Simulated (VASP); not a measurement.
Set up this calculation in VASP 6.6.1, as the native input.

| Property | Result |
| --- | --- |
| Task | single point |
| Functional | RPBE |
| Potentials or basis | VASP PAW PBE potentials, release 64 (In_d, O) |
| Cutoff | 520 eV |
| k mesh | 6 × 6 × 6 |
| Occupations | fermi-dirac, width 0.05 eV |
| Spin | no spin polarisation |
| Dipole correction | no |
| Further INCAR settings | ALGO = Normal; EDIFF = 1e-06; NBANDS = 55 |

The structure of In2O3 lies in POSCAR:

```
In2O3
1.0
    2.8096573597      1.6221564330      4.9743768210
   -2.8096573597      1.6221564330      4.9743768210
    0.0000000000     -3.2443128659      4.9743768210
In O
4 6
Direct
    0.8568540600      0.8568540600      0.8568540600
    0.6431459400      0.6431459400      0.6431459400
    0.1431459400      0.1431459400      0.1431459400
    0.3568540600      0.3568540600      0.3568540600
    0.0471561362      0.7500000000      0.4528438638
    0.7500000000      0.4528438638      0.0471561362
    0.4528438638      0.0471561362      0.7500000000
    0.9528438638      0.2500000000      0.5471561362
    0.2500000000      0.5471561362      0.9528438638
    0.5471561362      0.9528438638      0.2500000000
```

The input as run:

INCAR

```
PREC = Accurate
ENCUT = 520
EDIFF = 1E-6
ISMEAR = -1
SIGMA = 0.05
LREAL = F
LASPH = T
NELM = 100
ALGO = Normal
ISIF = 2
LWAVE = F
LCHARG = F
GGA = RP
NBANDS = 55
```

KPOINTS

```
Automatic mesh
0
Gamma
  6 6 6
```

Potentials or basis: VASP PAW PBE potentials, release 64 (In_d, O).

Run with:

```console
$ cat potpaw_PBE.64/In_d/POTCAR potpaw_PBE.64/O/POTCAR > POTCAR
$ mpirun -np 1 vasp_std > vasp.out
```

It gave:

| Property | Result |
| --- | --- |
| Pressure | 0.4 GPa |
| Largest force | 0.017 eV/Å |
| Band gap on the k mesh | 0.88 eV (least direct gap 0.98 eV) |

Caveat: the PAW data sets were made with another functional, which shifts forces and pressure a little; spin-orbit coupling is left out, which moves the levels of the heavy elements.

It took 4.1 min on 1 thread of Intel(R) Xeon(R) 6975P-C (Granite Rapids), with other jobs on the host, peak memory 0.41 GiB.
